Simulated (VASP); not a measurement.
# SiC (P6_3mc) in VASP: notebook

SiC is run at these levels: PBE; tasks: single point.

Everything below comes from runs of VASP 6.6.1. Logs are shortened: lines on timing, memory, paths and dates and some standing lists are left out, and cuts for length are marked.

**1. The cell of the first run**

Symmetry: P6_3mc, No. 186, hexagonal system. Conventional cell: a = 3.149 Å, b = 3.149 Å, c = 4.892 Å, α = 90.00°, β = 90.00°, γ = 120.00°. Within 2.2 Å of Si (site symmetry 3m) lie 4 C at 1.62 to 2.00 Å. C (site symmetry 3m) has 4 Si at 1.62 to 2.00 Å within 2.2 Å.

**2. Single point, PBE**

INCAR

```
ALGO = Normal ; EDIFF = 1E-6
ENCUT = 520 ; GGA = PE
ISIF = 2 ; ISMEAR = 0
LASPH = True ; LCHARG = False
LREAL = False ; LWAVE = False
NBANDS = 16 ; NELM = 100
PREC = Accurate ; SIGMA = 0.05
```

KPOINTS

```
k-points
0
Gamma
  12 12 6
```

POSCAR

```
SiC
1.0
    3.1490718908      0.0000000000      0.0000000000
   -1.5745359454      2.7271762558      0.0000000000
    0.0000000000      0.0000000000      4.8917682752
Si C
2 2
Direct
    0.3333333333      0.6666666667      0.0045639005
    0.6666666667      0.3333333333      0.5045639005
    0.3333333333      0.6666666667      0.3356973251
    0.6666666667      0.3333333333      0.8356973251
```

Potentials or basis: VASP PAW PBE potentials, release 64 (Si, C).

Launch:

```sh
$ cat potpaw_PBE.64/Si/POTCAR potpaw_PBE.64/C/POTCAR > POTCAR
$ mpirun -np 1 vasp_std > vasp.out
```

OUTCAR:

```text
EDIFF = 1E-6
   ENCUT = 520
   GGA = PE
   ISIF = 2
   ISMEAR = 0
   LASPH = True
   LREAL = False
   NELM = 100
   PREC = Accurate

 ion  position               nearest neighbor table
   1  0.333  0.667  0.005-   3 1.62   4 2.00   4 2.00   4 2.00   2 3.05   2 3.05   2 3.05   2 3.05
                             2 3.05   2 3.05
   2  0.667  0.333  0.505-   4 1.62   3 2.00   3 2.00   3 2.00   1 3.05   1 3.05   1 3.05   1 3.05
                             1 3.05   1 3.05
   3  0.333  0.667  0.336-   1 1.62   2 2.00   2 2.00   2 2.00
   4  0.667  0.333  0.836-   2 1.62   1 2.00   1 2.00   1 2.00

  LATTYP: Found a hexagonal cell.
 ALAT       =     3.1490718908
 C/A-ratio  =     1.5534000000

  Lattice vectors:

 A1 = (   3.1490718908,   0.0000000000,   0.0000000000)
 A2 = (  -1.5745359454,   2.7271762558,   0.0000000000)
 A3 = (   0.0000000000,   0.0000000000,   4.8917682752)

Analysis of symmetry for initial positions (statically):
=====================================================================
 Subroutine PRICEL returns:
 Original cell was already a primitive cell.

 Routine SETGRP: Setting up the symmetry group for a
 hexagonal supercell.

 Subroutine GETGRP returns: Found 12 space group operations
 (whereof  6 operations were pure point group operations)
 out of a pool of 24 trial point group operations.

The static configuration has the point symmetry C_3v.
 The point group associated with its full space group is C_6v.

Analysis of symmetry for dynamics (positions and initial velocities):
=====================================================================
 Subroutine PRICEL returns:
 Original cell was already a primitive cell.

 Routine SETGRP: Setting up the symmetry group for a
 hexagonal supercell.

 Subroutine GETGRP returns: Found 12 space group operations
 (whereof  6 operations were pure point group operations)
 out of a pool of 24 trial point group operations.

The dynamic configuration has the point symmetry C_3v.
 The point group associated with its full space group is C_6v.

 Subroutine INISYM returns: Found 12 space group operations
 (whereof  6 operations are pure point group operations),
 and found     1 'primitive' translations

----------------------------------------------------------------------------------------

                                     Primitive cell

  volume of cell :      42.0109

[... 94 lines left out ...]
   EDIFFG = 0.1E-04   stopping-criterion for IOM
   NSW    =      0    number of steps for IOM
   IBRION =     -1    ionic relax: 0-MD 1-quasi-New 2-CG
   NFREE  =      0    steps in history (QN), initial steepest desc. (CG)
   ISIF   =      2    stress and relaxation
   ISYM   =      2    0-nonsym 1-usesym 2-fastsym
   POTIM  = 0.5000    time-step for ionic-motion
   TEBEG  =    0.0;   TEEND  =   0.0 temperature during run
   PSTRESS=    0.0 pullay stress
   NELECT =      16.0000    total number of electrons
   NUPDOWN=      -1.0000    fix difference up-down
   EMIN   =  10.00;   EMAX   =-10.00  energy-range for DOS
   EFERMI =   0.00;   METHOD = LEGACY
   ISMEAR =     0;   SIGMA  =   0.05  broadening in eV -4-tet -1-fermi 0-gaus
   EFERMI_NEDOS =   21; number of points for ismear=-14 and -15
   IALGO  =     38    algorithm
   IMIX   =      4    mixing-type and parameters
     AMIX     =   0.40;   BMIX     =  1.00
     AMIX_MAG =   1.60;   BMIX_MAG =  1.00
  volume/ion in A,a.u.               =      10.50        70.88
  Fermi-wavevector in a.u.,A,eV,Ry     =   1.186664  2.242469 19.159321  1.408170
  Thomas-Fermi vector in A             =   2.322831
   LORBIT       =      0    0 simple, 1 ext, 2 COOP (PROOUT), +10 PAW based schemes
   GGA     = PE    functional components
   LHFCALC =     F    Hartree Fock is set to
   AEXX    =    0.0000 exact exchange contribution
   IVDW    =     0    specifies the selected vdW correction
   LEPSILON=     F    determine dielectric tensor
   LRPA    =     F    only Hartree local field effects (RPA)
 non-spin polarized calculation
 Gauss-broadening in eV      SIGMA  =   0.05
  energy-cutoff  :      520.00
  volume of cell :       42.01
 maximum number of plane-waves:      1164
 NGX is ok and might be reduce to    24

 number of electron      16.0000002 magnetization

 Free energy of the ion-electron system (eV)
  ---------------------------------------------------
  ext. energy  EPLUGINS =         0.00000000
  ---------------------------------------------------
  free energy    TOTEN  =       -28.25914067 eV

  energy without entropy =      -28.25914067  energy(sigma->0) =      -28.25914067

 E-fermi :   8.5270     XC(G=0): -11.2622

 val. band max:        8.3317780811   @ k =   0.0000   0.0000   0.0000
 cond. band min:       9.5636744237   @ k =   0.3333   0.3333   0.0000
 fundamental gap:      1.2318963426
 Fermi energy:         8.5269608902

 k-point     1 :       0.0000    0.0000    0.0000
  band No.  band energies     occupation
      1      -7.4543      2.00000
      2      -3.3515      2.00000
      3      -1.0580      2.00000
      4       6.6221      2.00000
      5       6.6221      2.00000
      6       6.7905      2.00000
[... 433 lines left out ...]
      3       0.5364      2.00000
      4       2.4526      2.00000
      5       3.5003      2.00000
      6       5.1560      2.00000
[... 8 lines left out ...]
     15      19.2780      0.00000
     16      19.9867      0.00000

 [... further k-points ...]

------------------------ aborting loop because EDIFF is reached ----------------------------------------

  FORCE on cell =-STRESS in cart. coord.  units (eV):
  Direction    XX          YY          ZZ          XY          YZ          ZX
  --------------------------------------------------------------------------------------
  -------------------------------------------------------------------------------------
  Total       -3.9320219     -3.9320219     19.6048301      0.0000000      0.0000000     -0.0000000
  in kB     -149.9563479   -149.9563479    747.6735307      0.0000000      0.0000000     -0.0000000
  external PRESSURE =     149.2536116 kB  Pullay stress =       0.0000000 kB

 VOLUME and BASIS-vectors are now :
 -----------------------------------------------------------------------------
  energy-cutoff  :      520.00
  volume of cell :       42.01
      direct lattice vectors                 reciprocal lattice vectors
     3.149071891  0.000000000  0.000000000     0.317553881  0.183339819  0.000000000
    -1.574535945  2.727176256  0.000000000     0.000000000  0.366679637  0.000000000
     0.000000000  0.000000000  4.891768275     0.000000000  0.000000000  0.204425055

 POSITION                                       TOTAL-FORCE (eV/Angst)
 -----------------------------------------------------------------------------------
     -0.00000      1.81812      0.02233         0.000000      0.000000     -8.184912
      1.57454      0.90906      2.46821        -0.000000      0.000000     -8.184912
     -0.00000      1.81812      1.64215        -0.000000      0.000000      8.184912
      1.57454      0.90906      4.08804         0.000000     -0.000000      8.184912
 -----------------------------------------------------------------------------------
    total drift:                               -0.000000     -0.000000      0.000430

  FREE ENERGIE OF THE ION-ELECTRON SYSTEM (eV)
  ---------------------------------------------------
  free  energy   TOTEN  =       -28.2591406659 eV

  energy  without entropy=      -28.2591406659  energy(sigma->0) =      -28.25914067
```

stdout:

```text
POSCAR found type information on POSCAR SiC
 POSCAR found :  2 types and       4 ions
 scaLAPACK will be used
 LDA part: xc-table for (Slater+PW92), standard interpolation
 POSCAR, INCAR and KPOINTS ok, starting setup
 FFT: planning ... GRIDC
 FFT: planning ... GRID_SOFT
 FFT: planning ... GRID
 WAVECAR not read
 entering main loop
```

It took 51 s on 1 thread of Intel Xeon 8259CL, shared host; peak memory 0.18 GiB.

What came out:

* Free energy: -28.2591 eV
* Pressure: 14.9 GPa
* Largest force: 8.185 eV/Å
* Band gap on the k mesh: 1.23 eV (least direct gap 3.12 eV)

Forces on the atoms (eV/Å):
```
Si   0.000  0.000 -8.185
Si   0.000  0.000 -8.185
C    0.000  0.000  8.185
C    0.000  0.000  8.185
```

Stress tensor (GPa, compression positive):
```
-15.00   0.00   0.00
  0.00 -15.00   0.00
  0.00   0.00  74.77
```

Caveat: the cell stands under pressure; forces of over 1 eV/Å act on the atoms, so gaps and moduli don't describe the material at rest. A k mesh can miss the band edges.

**3. Single point, PBE**

This run uses another cell than the first one, of the same volume but with other edges.

INCAR

```
SYSTEM = SiC
  ALGO = Normal
  EDIFF = 1E-6
  ENCUT = 520
  GGA = PE
  ISIF = 2
  ISMEAR = 0
  LASPH = .True.
  LCHARG = .False.
  LREAL = .False.
  LWAVE = .False.
  NBANDS = 16
  NELM = 60
  PREC = Accurate
  SIGMA = 0.05
```

KPOINTS

```
k-points
0
Gamma
  12 12 6
  0 0 0
```

POSCAR

```
SiC
1.0
    3.0389289587      0.0000000000      0.0000000000
   -1.5194644794      2.6317896786      0.0000000000
    0.0000000000      0.0000000000      5.2527887052
Si C
2 2
Direct
    0.3333333333      0.6666666667      0.0045639005
    0.6666666667      0.3333333333      0.5045639005
    0.3333333333      0.6666666667      0.3655166051
    0.6666666667      0.3333333333      0.8655166051
```

Potentials or basis: VASP PAW PBE potentials, release 64 (Si, C).

Launch:

```sh
$ cat potpaw_PBE.64/Si/POTCAR potpaw_PBE.64/C/POTCAR > POTCAR
$ mpirun -np 1 vasp_std > vasp.out
```

OUTCAR:

```text
SYSTEM = SiC
   EDIFF = 1E-6
   ENCUT = 520
   GGA = PE
   ISIF = 2
   ISMEAR = 0
   LASPH = .True.
   LREAL = .False.
   NELM = 60
   PREC = Accurate

 ion  position               nearest neighbor table
   1  0.333  0.667  0.005-   3 1.90   4 1.90   4 1.90   4 1.90
   2  0.667  0.333  0.505-   4 1.90   3 1.90   3 1.90   3 1.90
   3  0.333  0.667  0.366-   1 1.90   2 1.90   2 1.90   2 1.90
   4  0.667  0.333  0.866-   2 1.90   1 1.90   1 1.90   1 1.90

  LATTYP: Found a hexagonal cell.
 ALAT       =     3.0389289587
 C/A-ratio  =     1.7285000000

  Lattice vectors:

 A1 = (   3.0389289587,   0.0000000000,   0.0000000000)
 A2 = (  -1.5194644794,   2.6317896786,   0.0000000000)
 A3 = (   0.0000000000,   0.0000000000,   5.2527887052)

Analysis of symmetry for initial positions (statically):
=====================================================================
 Subroutine PRICEL returns:
 Original cell was already a primitive cell.

 Routine SETGRP: Setting up the symmetry group for a
[... 174 lines left out ...]

 E-fermi :   8.6331     XC(G=0): -11.2955

 val. band max:        8.3990133583   @ k =   0.0000   0.0000   0.0000
 cond. band min:       9.9022978802   @ k =   0.3333   0.3333   0.0000
 fundamental gap:      1.5032845220
 Fermi energy:         8.6331258572

 k-point     1 :       0.0000    0.0000    0.0000
  band No.  band energies     occupation
      1      -7.3486      2.00000
      2      -4.1185      2.00000
      3      -0.8759      2.00000
      4       7.2666      2.00000
      5       7.2666      2.00000
      6       7.3243      2.00000
[... 433 lines left out ...]
      3       0.7944      2.00000
      4       2.4296      2.00000
      5       3.3958      2.00000
      6       5.6753      2.00000
[... 8 lines left out ...]
     15      19.1082      0.00000
     16      20.1938      0.00000

 [... further k-points ...]

------------------------ aborting loop because EDIFF is reached ----------------------------------------

  FORCE on cell =-STRESS in cart. coord.  units (eV):
  Direction    XX          YY          ZZ          XY          YZ          ZX
  --------------------------------------------------------------------------------------
  -------------------------------------------------------------------------------------
  Total        1.8150417      1.8150417     -3.8737581     -0.0000000      0.0000000      0.0000000
  in kB       69.2206277     69.2206277   -147.7343298     -0.0000000      0.0000000      0.0000000
  external PRESSURE =      -3.0976915 kB  Pullay stress =       0.0000000 kB

 VOLUME and BASIS-vectors are now :
 -----------------------------------------------------------------------------
  energy-cutoff  :      520.00
  volume of cell :       42.01
      direct lattice vectors                 reciprocal lattice vectors
     3.038928959  0.000000000  0.000000000     0.329063303  0.189984786  0.000000000
    -1.519464479  2.631789679  0.000000000     0.000000000  0.379969573  0.000000000
     0.000000000  0.000000000  5.252788705     0.000000000  0.000000000  0.190375067

 POSITION                                       TOTAL-FORCE (eV/Angst)
 -----------------------------------------------------------------------------------
     -0.00000      1.75453      0.02397         0.000000      0.000000     -0.978799
      1.51946      0.87726      2.65037         0.000000     -0.000000     -0.978799
     -0.00000      1.75453      1.91998         0.000000      0.000000      0.978799
      1.51946      0.87726      4.54638        -0.000000      0.000000      0.978799
 -----------------------------------------------------------------------------------
    total drift:                               -0.000000      0.000000      0.000550

  FREE ENERGIE OF THE ION-ELECTRON SYSTEM (eV)
  ---------------------------------------------------
  free  energy   TOTEN  =       -29.9417084775 eV

  energy  without entropy=      -29.9417084775  energy(sigma->0) =      -29.94170848
```

stdout:

```text
POSCAR found type information on POSCAR SiC
 POSCAR found :  2 types and       4 ions
 scaLAPACK will be used
 LDA part: xc-table for (Slater+PW92), standard interpolation
 POSCAR, INCAR and KPOINTS ok, starting setup
 FFT: planning ... GRIDC
 FFT: planning ... GRID_SOFT
 FFT: planning ... GRID
 WAVECAR not read
 entering main loop
```

Run time: 70 s. Hardware: 1 thread of Intel Xeon 8259CL, shared host; peak memory 0.18 GiB.

What came out:

| Item | Value |
| --- | --- |
| Free energy | -29.9417 eV |
| Pressure | -0.3 GPa |
| Largest force | 0.979 eV/Å |
| Band gap on the k mesh | 1.50 eV (least direct gap 4.18 eV) |

Forces on the atoms (eV/Å):
```
Si   0.000  0.000 -0.979
Si   0.000  0.000 -0.979
C    0.000  0.000  0.979
C    0.000  0.000  0.979
```

Stress tensor (GPa, compression positive):
```
  6.92   0.00   0.00
  0.00   6.92   0.00
  0.00   0.00 -14.77
```

Levels at points of the mesh, in eV from the valence-band top:
| k point | band 6 | band 7 | band 8 | band 9 | band 10 | band 11 |
| --- | --- | --- | --- | --- | --- | --- |
| (0.00, 0.00, 0.00) | -1.07 | 0.00 | 0.00 | 4.77 | 5.23 | 6.71 |
| (0.50, 0.00, 0.00) | -3.81 | -3.20 | -1.30 | 2.88 | 3.36 | 6.47 |
| (0.00, 0.00, 0.50) | -0.61 | -0.61 | -0.61 | 6.12 | 6.12 | 7.38 |
| (0.50, 0.00, 0.50) | -3.04 | -2.41 | -2.41 | 2.65 | 2.65 | 4.93 |

 A k mesh can miss the band edges.

**4. Single point, PBE**

INCAR

```
SYSTEM = SiC
PREC = Accurate
ENCUT = 520
EDIFF = 1E-6
ISMEAR = 0
SIGMA = 0.05
LREAL = .FALSE.
LASPH = .TRUE.
NELM = 80
ALGO = Normal
ISIF = 2
LWAVE = .FALSE.
LCHARG = .FALSE.
GGA = PE
NBANDS = 16
```

KPOINTS

```
regular mesh
0
G
  12 12 6
  0 0 0
```

POSCAR

```
SiC
1.0
    3.1791678455      0.0000000000      0.0000000000
   -1.5895839227      2.7532401171      0.0000000000
    0.0000000000      0.0000000000      4.7995896963
Si C
2 2
Direct
    0.3333333333      0.6666666667      0.0045639005
    0.6666666667      0.3333333333      0.5045639005
    0.3333333333      0.6666666667      0.4102553796
    0.6666666667      0.3333333333      0.9102553796
```

Launch:

```sh
$ cat potpaw_PBE.64/Si/POTCAR potpaw_PBE.64/C/POTCAR > POTCAR
$ mpirun -np 1 vasp_std > vasp.out
```

It took 59 s on 1 thread of Intel Xeon 8259CL, shared host; peak memory 0.17 GiB.

It converged, with:

```yaml
Free_energy: -29.6900 eV
Pressure: -1.4 GPa
Largest_force: 1.350 eV/Å
Band_gap_on_the_k_mesh: 1.03 eV (least direct gap 2.29 eV)
```

Forces in eV/Å, atoms in the order of the input:
```
Si   0.000  0.000  1.350
Si   0.000  0.000  1.350
C    0.000  0.000 -1.350
C    0.000  0.000 -1.350
```

Stress tensor (GPa, compression positive):
```
-9.90  0.00  0.00
 0.00 -9.90  0.00
 0.00  0.00 15.45
```

Levels at points of the mesh, in eV from the valence-band top:
```csv
k point,band 6,band 7,band 8,band 9,band 10,band 11
"(0.00, 0.00, 0.00)",-1.30,-1.30,0.00,2.29,4.93,4.93
"(0.50, 0.00, 0.00)",-4.82,-3.81,-2.31,1.03,4.03,5.88
"(0.00, 0.00, 0.50)",-2.21,-2.21,-2.21,3.75,3.75,5.64
"(0.50, 0.00, 0.50)",-3.80,-2.49,-2.49,2.42,2.42,4.38
```

Caveat: forces of over 1 eV/Å act on the atoms, so gaps and moduli don't describe the material at rest. A k mesh can miss the band edges.

**5. Single point, PBE**

This run uses another cell than the first one, of the same volume but with other edges.

INCAR

```
SYSTEM = SiC
ALGO = Normal
EDIFF = 1E-6
ENCUT = 520
GGA = PE
ISIF = 2
ISMEAR = 0
LASPH = .True.
LCHARG = .False.
LREAL = .False.
LWAVE = .False.
NBANDS = 16
NELM = 60
PREC = Accurate
SIGMA = 0.05
```

KPOINTS

```
k-points
0
Gamma
  12 12 6
  0 0 0
```

POSCAR

```
SiC
1.0
    3.0389289587      0.0000000000      0.0000000000
   -1.5194644794      2.6317896786      0.0000000000
    0.0000000000      0.0000000000      5.2527887052
Si C
2 2
Direct
    0.3333333333      0.6666666667      0.0045639005
    0.6666666667      0.3333333333      0.5045639005
    0.3333333333      0.6666666667      0.4251748739
    0.6666666667      0.3333333333      0.9251748739
```

Launch:

```sh
$ cat potpaw_PBE.64/Si/POTCAR potpaw_PBE.64/C/POTCAR > POTCAR
$ mpirun -np 1 vasp_std > vasp.out
```

Run time: 63 s. Hardware: 1 thread of Intel Xeon 8259CL, shared host; peak memory 0.18 GiB.

It converged, with:

| Quantity | Value |
| --- | --- |
| Free energy | -29.2787 eV |
| Pressure | 9.1 GPa |
| Largest force | 2.171 eV/Å |
| Band gap on the k mesh | 2.16 eV (least direct gap 4.17 eV) |

Forces on the atoms (eV/Å):
```
Si   0.000  0.000  2.171
Si   0.000  0.000  2.171
C    0.000  0.000 -2.171
C    0.000  0.000 -2.171
```

Stress tensor (GPa, compression positive):
```
 19.68   0.00   0.00
  0.00  19.68   0.00
  0.00   0.00 -12.16
```

Levels at points of the mesh, in eV from the valence-band top:
```tsv
k point	band 5	band 6	band 7	band 8	band 9	band 10	band 11	band 12
(0.00, 0.00, 0.00)	-2.17	-1.27	-1.27	0.00	4.18	4.75	6.33	6.33
(0.50, 0.00, 0.00)	-5.17	-4.09	-2.96	-2.61	2.35	3.73	5.55	7.76
(0.00, 0.00, 0.50)	-1.74	-1.74	-1.74	-1.74	5.61	5.61	6.87	6.87
(0.50, 0.00, 0.50)	-3.44	-3.44	-2.44	-2.44	2.50	2.50	3.92	3.92
```

Caveat: the cell stands under pressure; forces of over 1 eV/Å act on the atoms, so gaps and moduli don't describe the material at rest. A k mesh can miss the band edges.

**6. The runs side by side**

```csv
cell,gap on the mesh (eV),pressure (GPa),largest force (eV/Å)
"a = 3.149, b = 3.149, c = 4.892 Å, angles 90.0, 90.0, 120.0°, 4 atoms, atomic positions A",1.23,14.9,8.18
"a = 3.039, b = 3.039, c = 5.253 Å, angles 90.0, 90.0, 120.0°, 4 atoms, atomic positions B",1.50,-0.3,0.98
"a = 3.179, b = 3.179, c = 4.800 Å, angles 90.0, 90.0, 120.0°, 4 atoms, atomic positions C",1.03,-1.4,1.35
"a = 3.039, b = 3.039, c = 5.253 Å, angles 90.0, 90.0, 120.0°, 4 atoms, atomic positions D",2.16,9.1,2.17
```

Alike in all rows: task single point; level PBE; potentials or basis VASP PAW PBE potentials, release 64 (Si, C); no spin polarisation; k mesh 12 × 12 × 6; cutoff (eV) 520; smearing gaussian 0.05 eV.

Caveats: forces of over 1 eV/Å act on the atoms, so gaps and moduli don't describe the material at rest (at least some runs); the cell stands under pressure (at least some runs).

Absolute energies hang on the potentials; compare differences alone.
